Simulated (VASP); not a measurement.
Input of a VASP 6.6.1 run:

File INCAR:

```
SYSTEM = BaTe
  PREC = Accurate
  ENCUT = 520
  EDIFF = 1E-8
  ISMEAR = -4
  SIGMA = 0.1
  LREAL = .FALSE.
  LASPH = .TRUE.
  NELM = 60
  ALGO = Normal
  ISIF = 2
  LWAVE = .FALSE.
  LCHARG = .FALSE.
  GGA = PE
  LEFG = .TRUE.
  ISYM = 0
  NBANDS = 15
```

File KPOINTS:

```
Automatic mesh
0
Gamma
  7 7 7
  0.5 0.5 0.5
```

The input POSCAR:

```
BaTe
1.0
    0.0000000000      3.4100000000      3.4100000000
    3.4100000000      0.0000000000      3.4100000000
    3.4100000000      3.4100000000      0.0000000000
Ba Te
1 1
Direct
    0.0000000000      0.0000000000      0.0000000000
    0.5000000000      0.5000000000      0.5000000000
```

Potentials or basis: VASP PAW PBE potentials, release 64 (Ba_sv, Te).

Run with:

```console
$ cat potpaw_PBE.64/Ba_sv/POTCAR potpaw_PBE.64/Te/POTCAR > POTCAR
$ mpirun -np 1 vasp_std > vasp.out
```

(1) What does it give for the band gap on the k mesh?

(2) What does it give for the pressure?

## Answers

(1) 1.57 eV (least direct gap 1.91 eV).

(2) 4.2 GPa.

Caveat: the cell stands under pressure; spin-orbit coupling is left out, which moves the levels of the heavy elements; a shifted mesh leaves out Γ, where band edges can lie.
